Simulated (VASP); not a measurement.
A run of VASP 6.6.1 is set up as follows.

The input INCAR:

```
PREC     = Accurate       # precision mode
ENCUT    = 520            # plane-wave cutoff, eV
EDIFF    = 1E-7           # SCF threshold, eV
ISMEAR   = 0              # smearing method
SIGMA    = 0.1            # smearing width, eV
LREAL    = False          # projectors in reciprocal space
LASPH    = True           # aspherical terms in the spheres
NELM     = 60             # most SCF steps
ALGO     = Normal         # electronic algorithm
ISIF     = 2              # what is computed and relaxed
LWAVE    = False          # write WAVECAR
LCHARG   = False          # write CHGCAR
GGA      = PE             # functional
NBANDS   = 24             # bands
```

File KPOINTS:

```
Automatic mesh
0
Gamma
  6 6 6
```

POSCAR

```
Hf2Mo
1.0
    4.3416908804      0.0000000000      0.0000000000
   -2.1708454402      3.7600145979      0.0000000000
    0.0000000000      0.0000000000      3.0537899343
Hf Mo
2 1
Direct
    0.3333333333      0.6666666667      0.5000000000
    0.6666666667      0.3333333333      0.5000000000
    0.0000000000      0.0000000000      0.0000000000
```

Potentials or basis: VASP PAW PBE potentials, release 64 (Hf_pv, Mo_sv).

Launch:

```bash
$ cat potpaw_PBE.64/Hf_pv/POTCAR potpaw_PBE.64/Mo_sv/POTCAR > POTCAR
$ mpirun -np 1 vasp_std > vasp.out
```

(1) What does it give for the pressure?

(2) Estimate the band gap on the k mesh.

## Answers

(1) 29.5 GPa.

(2) zero (band 17 reaches 10.62 eV, above the bottom of band 18 at 7.77 eV).

Caveat: spin-orbit coupling is left out, which moves the levels of the heavy elements.
